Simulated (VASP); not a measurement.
# Nb (Pm-3m) in VASP: single point with r2SCAN

Aim: the single point of Nb with r2SCAN.

Everything below comes from runs of VASP 6.6.1. Logs are shortened: lines on timing, memory, paths and dates and some standing lists are left out, and cuts for length are marked.

## Step 1: The cell of the first run

It takes space group Pm-3m (No. 221, cubic). Conventional cell: a = 2.641 Å, b = 2.641 Å, c = 2.641 Å, α = 90.00°, β = 90.00°, γ = 90.00°. Nb (site symmetry m-3m) has 6 Nb at 2.64 Å within 3.5 Å.

## Step 2: Single point, r2SCAN

POSCAR reads:

```
Nb
1.0
   -0.8804519935      1.7609039869      1.7609039869
    1.7609039869     -0.8804519935      1.7609039869
    1.7609039869      1.7609039869     -0.8804519935
Nb
1
Direct
    0.0000000000      0.0000000000      0.0000000000
```

INCAR.step1 reads:

```
PREC = Accurate
ENCUT = 520
ISMEAR = 0
SIGMA = 0.15
LREAL = F
LASPH = T
NELM = 100
NBANDS = 12
GGA = PE
ALGO = Normal
EDIFF = 1E-4
LWAVE = T
LCHARG = F
```

INCAR.step2 reads:

```
PREC = Accurate
ENCUT = 520
EDIFF = 1E-6
ISMEAR = 0
SIGMA = 0.15
LREAL = F
LASPH = T
NELM = 100
ALGO = Normal
ISIF = 2
LWAVE = F
LCHARG = F
METAGGA = R2SCAN
LMIXTAU = T
NBANDS = 12
ISTART = 1
```

KPOINTS reads:

```
regular mesh
0
Gamma
  22 22 22
```

Potentials or basis: VASP PAW PBE potentials, release 64 (Nb_sv).

Command:

```
> cat potpaw_PBE.64/Nb_sv/POTCAR > POTCAR
> cp INCAR.step1 INCAR
> mpirun -np 1 vasp_std > vasp.out
> cp INCAR.step2 INCAR
> mpirun -np 1 vasp_std > vasp.out
```

OUTCAR:

```text
PREC = Accurate
   ENCUT = 520
   EDIFF = 1E-6
   ISMEAR = 0
   LREAL = F
   LASPH = T
   NELM = 100
   ISIF = 2
   METAGGA = R2SCAN
   ISTART = 1

 ion  position               nearest neighbor table
   1  0.000  0.000  0.000-

  LATTYP: Found a simple cubic cell.
 ALAT       =     2.6413559804

  Lattice vectors:

 A1 = (  -0.8804519935,   1.7609039869,   1.7609039869)
 A2 = (   1.7609039869,  -0.8804519935,   1.7609039869)
 A3 = (   1.7609039869,   1.7609039869,  -0.8804519935)

Analysis of symmetry for initial positions (statically):
=====================================================================
 Subroutine PRICEL returns:
 Original cell was already a primitive cell.

 Routine SETGRP: Setting up the symmetry group for a
 simple cubic supercell.

 Subroutine GETGRP returns: Found 48 space group operations
 (whereof 48 operations were pure point group operations)
 out of a pool of 48 trial point group operations.

The static configuration has the point symmetry O_h .

Analysis of symmetry for dynamics (positions and initial velocities):
=====================================================================
 Subroutine PRICEL returns:
 Original cell was already a primitive cell.

 Routine SETGRP: Setting up the symmetry group for a
 simple cubic supercell.

 Subroutine GETGRP returns: Found 48 space group operations
 (whereof 48 operations were pure point group operations)
 out of a pool of 48 trial point group operations.

The dynamic configuration has the point symmetry O_h .

 Subroutine INISYM returns: Found 48 space group operations
 (whereof 48 operations are pure point group operations),
 and found     1 'primitive' translations

----------------------------------------------------------------------------------------

                                     Primitive cell

  volume of cell :      18.4281

  direct lattice vectors                    reciprocal lattice vectors
    -0.880451994  1.760903987  1.760903987    -0.126197807  0.252395615  0.252395615
     1.760903987 -0.880451994  1.760903987     0.252395615 -0.126197807  0.252395615
     1.760903987  1.760903987 -0.880451994     0.252395615  0.252395615 -0.126197807

  length of vectors
     2.641355980  2.641355980  2.641355980     0.378593422  0.378593422  0.378593422

  position of ions in fractional coordinates (direct lattice)
     0.000000000  0.000000000  0.000000000

  ion indices of the primitive-cell ions
   primitive index   ion index
[... 81 lines left out ...]
   POTIM  = 0.5000    time-step for ionic-motion
   TEBEG  =    0.0;   TEEND  =   0.0 temperature during run
   PSTRESS=    0.0 pullay stress
   NELECT =      13.0000    total number of electrons
   NUPDOWN=      -1.0000    fix difference up-down
   EMIN   =  10.00;   EMAX   =-10.00  energy-range for DOS
   EFERMI =   0.00;   METHOD = LEGACY
   ISMEAR =     0;   SIGMA  =   0.15  broadening in eV -4-tet -1-fermi 0-gaus
   EFERMI_NEDOS =   21; number of points for ismear=-14 and -15
   IALGO  =     38    algorithm
   IMIX   =      4    mixing-type and parameters
     AMIX     =   0.40;   BMIX     =  1.00
     AMIX_MAG =   1.60;   BMIX_MAG =  1.00
  volume/ion in A,a.u.               =      18.43       124.36
  Fermi-wavevector in a.u.,A,eV,Ry     =   1.457345  2.753983 28.896790  2.123854
  Thomas-Fermi vector in A             =   2.574157
   LORBIT       =      0    0 simple, 1 ext, 2 COOP (PROOUT), +10 PAW based schemes
   METAGGA = R2SCAN    functional components
   LHFCALC =     F    Hartree Fock is set to
   AEXX    =    0.0000 exact exchange contribution
   IVDW    =     0    specifies the selected vdW correction
   LEPSILON=     F    determine dielectric tensor
   LRPA    =     F    only Hartree local field effects (RPA)
 non-spin polarized calculation
 Gauss-broadening in eV      SIGMA  =   0.15
  energy-cutoff  :      520.00
  volume of cell :       18.43
 maximum number of plane-waves:       512
 NGX is ok and might be reduce to    20
   NGX =  9   NGY =  9   NGZ =  9

 number of electron      13.0000003 magnetization

 Free energy of the ion-electron system (eV)
  ---------------------------------------------------
  ext. energy  EPLUGINS =         0.00000000
  ---------------------------------------------------
  free energy    TOTEN  =       -23.78736998 eV

  energy without entropy =      -23.77885399  energy(sigma->0) =      -23.78311199

 E-fermi :  10.9616     XC(G=0): -13.3359

 val. band max:       10.9607953669   @ k =   0.5000   0.5000   0.1364
 cond. band min:      10.9880888320   @ k =   0.5000   0.0455   0.0455
 fundamental gap:      0.0272934651
 Fermi energy:        10.9616239972

 k-point     1 :       0.0000    0.0000    0.0000
  band No.  band energies     occupation
      1     -45.4820      2.00000
      2     -19.7922      2.00000
      3     -19.7922      2.00000
      4     -19.7922      2.00000
      5       4.8763      2.00000
      6       7.5944      2.00000
      7       7.5944      2.00000
      8      16.9747      0.00000
      9      16.9747      0.00000
     10      16.9747      0.00000
     11      27.3503      0.00000
     12      27.3503      0.00000
[... 331 lines left out ...]
 k-point    24 :       0.0909    0.0909   -0.0000
  band No.  band energies     occupation
      1     -45.4389      2.00000
      2     -19.9589      2.00000
      3     -19.9393      2.00000
      4     -19.7636      2.00000
      5       5.4114      2.00000
      6       7.8689      2.00000
      7       8.1083      2.00000
      8      16.0870      0.00000
      9      16.4857      0.00000
     10      16.6764      0.00000
     11      26.5044      0.00000
     12      26.7155      0.00000

 [... further k-points ...]

------------------------ aborting loop because EDIFF is reached ----------------------------------------

  FORCE on cell =-STRESS in cart. coord.  units (eV):
  Direction    XX          YY          ZZ          XY          YZ          ZX
  --------------------------------------------------------------------------------------
  -------------------------------------------------------------------------------------
  Total        1.3440178      1.3440178      1.3440178     -0.0000000     -0.0000000     -0.0000000
  in kB      116.8516341    116.8516341    116.8516341     -0.0000000     -0.0000000     -0.0000000
  external PRESSURE =     116.8516341 kB  Pullay stress =       0.0000000 kB

 VOLUME and BASIS-vectors are now :
 -----------------------------------------------------------------------------
  energy-cutoff  :      520.00
  volume of cell :       18.43
      direct lattice vectors                 reciprocal lattice vectors
    -0.880451994  1.760903987  1.760903987    -0.126197807  0.252395615  0.252395615
     1.760903987 -0.880451994  1.760903987     0.252395615 -0.126197807  0.252395615
     1.760903987  1.760903987 -0.880451994     0.252395615  0.252395615 -0.126197807

 POSITION                                       TOTAL-FORCE (eV/Angst)
 -----------------------------------------------------------------------------------
      0.00000      0.00000      0.00000         0.000000      0.000000      0.000000
 -----------------------------------------------------------------------------------
    total drift:                                0.000000      0.000000      0.000000

  FREE ENERGIE OF THE ION-ELECTRON SYSTEM (eV)
  ---------------------------------------------------
  free  energy   TOTEN  =       -23.7873699848 eV

  energy  without entropy=      -23.7788539885  energy(sigma->0) =      -23.78311199
```

Run time: 1.9 min. Hardware: 1 thread of Intel Xeon Platinum 8375C at 2.90GHz (Ice Lake), shared host; peak memory 0.19 GiB.

What came out:

| Property | Result |
| --- | --- |
| Free energy | -23.7874 eV |
| Pressure | 11.7 GPa |

Caveat: the PAW data sets were made with another functional, which shifts forces and pressure a little.
